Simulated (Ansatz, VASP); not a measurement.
## CaNb2O5: VASP beside Ansatz

```
Ca Nb O
1.0
     6.64934    0.00000    0.00000
    -3.32467    5.75850    0.00000
     0.00000    0.00000    3.93509
Ca Nb O
1 2 5
Direct
  0.00000 0.00000 0.97992
  0.33333 0.66667 0.47820
  0.66667 0.33333 0.47820
  0.33333 0.66667 0.97822
  0.00000 0.50000 0.47776
  0.50000 0.50000 0.47776
  0.50000 0.00000 0.47776
  0.66667 0.33333 0.97822
```

Alike in both runs: functional PBE; k mesh 3 × 3 × 4; occupations gaussian, width 0.1 eV; no spin polarisation.

Ansatz relaxed the structure, and its values are those at the end. VASP's run is a single point on that final structure, the one shown.

```csv
,VASP,Ansatz
version,VASP 6.6.1,Ansatz 0.2.0
potentials or method,"VASP PAW PBE potentials, release 64 (Ca_sv, Nb_sv, O), cutoff 520 eV","scalar-relativistic, plane waves, PAW"
valence electrons in the cell,66,66
```

```tsv
	VASP	Ansatz	Ansatz less VASP
gap on the k mesh at the Fermi level (eV)	none	none	-
pressure (GPa)	-0.5	-0.2	+0.25
rms of the force components (eV/Å)	0.005	0.005	+0.0001
```

A gap of «none» marks a metal or a gap that the smearing closes.

The k mesh is coarse, so the values compare programs but aren't converged.
